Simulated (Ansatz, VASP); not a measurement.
**SnTe in VASP and in Ansatz**

```
Sn Te
1.0
     5.49357    0.00000    0.00000
    -2.74679    4.75757    0.00000
     0.00000    0.00000    6.54992
Sn Te
2 2
Direct
  0.33333 0.66667 0.25000
  0.66667 0.33333 0.75000
  0.66667 0.33333 0.25000
  0.33333 0.66667 0.75000
```

Alike in both runs: task single point; functional r2SCAN; k mesh 6 × 6 × 4; no spin polarisation.

```csv
,VASP,Ansatz
version,VASP 6.6.1,Ansatz 0.2.0
potentials or method,"VASP PAW PBE potentials, release 64 (Sn_d, Te)","plane waves, PAW"
plane-wave cutoff (eV),520,500
occupations,"gaussian, width 0.01 eV",fixed
valence electrons in the cell,40,60
```

```tsv
	VASP	Ansatz	Ansatz less VASP
gap on the k mesh at the Fermi level (eV)	0.67	0.67	+0.002
pressure (GPa)	-1.7	-1.7	+0.02
traceless stress, the component that is largest in VASP (GPa)	-0.06	-0.06	-0.003
```

VASP's potentials were made for PBE, not for r2SCAN. VASP's potentials hold 40 valence electrons a cell and Ansatz's 60, so a difference there can come from the potentials and not from the codes.

Spin-orbit coupling is off throughout.
